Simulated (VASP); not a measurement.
Crystal: PdPt.

```
CELL_PARAMETERS angstrom
1.17167 0.67646 3.81452
-1.17167 0.67646 3.81452
0.00000 -1.35292 3.81452
ATOMIC_POSITIONS crystal
Pd 0.00000 0.00000 0.00000
Pt 0.50000 0.50000 0.50000
```

Base run:

| Item | Value |
| --- | --- |
| Program | VASP 6.6.1 |
| Functional | LDA |
| Potentials or basis | VASP PAW LDA potentials, release 64 (Pd_sv_GW, Pt_sv_GW) |
| Cutoff | 540 eV |
| k mesh | 15 × 15 × 15 |
| Occupations | fermi-dirac, width 0.05 eV |
| Spin | no spin polarisation |

Its results: band gap on the k mesh zero (band 18 reaches 21.47 eV, above the bottom of band 19 at 17.81 eV); pressure 409.4 GPa.

Task: The run is repeated on the same cell with these changes: potentials or basis from VASP PAW LDA potentials, release 64 (Pd_sv_GW, Pt_sv_GW) to VASP PAW LDA potentials, release 64 (Pd, Pt); cutoff from 540 eV to 520 eV; further incar settings from ALGO = Normal; EDIFF = 1e-06; NBANDS = 25 to ALGO = Normal; EDIFF = 1e-07; NBANDS = 17; valence electrons from 36 to 20. What comes out?

Result: Band gap on the k mesh zero (band 10 reaches 23.58 eV, above the bottom of band 11 at 19.89 eV); pressure 416.9 GPa.

Caveats: spin-orbit coupling is left out, which moves the levels of the heavy elements.
